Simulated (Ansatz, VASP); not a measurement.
## Ti4Pt3 in VASP and in Ansatz

```
Ti Pt
1.0
     5.13579    0.00000    0.00000
     0.00000    5.13579    0.00000
     0.00000    0.00000    5.13579
Ti Pt
4 3
Direct
  0.50000 0.00000 0.00000
  0.00000 0.50000 0.00000
  0.00000 0.00000 0.50000
  0.00000 0.00000 0.00000
  0.00000 0.50000 0.50000
  0.50000 0.00000 0.50000
  0.50000 0.50000 0.00000
```

Alike in both runs: functional PBE; k mesh 4 × 4 × 4; occupations gaussian, width 0.1 eV; no spin polarisation.

Ansatz relaxed the structure, and its values are those at the end. VASP's run is a single point on that final structure, the one shown.

|  | VASP | Ansatz |
| --- | --- | --- |
| version | VASP 6.6.1 | Ansatz 0.2.0 |
| potentials or method | VASP PAW PBE potentials, release 64 (Ti_sv, Pt), cutoff 520 eV | scalar-relativistic, plane waves, PAW |
| valence electrons in the cell | 78 | 102 |

|  | VASP | Ansatz | Ansatz less VASP |
| --- | --- | --- | --- |
| gap on the k mesh at the Fermi level (eV) | none | none | - |
| pressure (GPa) | -0.3 | -0.2 | +0.13 |

A gap of «none» marks a metal or a gap that the smearing closes. The functional is the same, so the differences come from potentials, cutoffs and numerics. VASP's potentials hold 78 valence electrons a cell and Ansatz's 102, so a difference there can come from the potentials and not from the codes.

Neither program's run includes spin-orbit coupling.
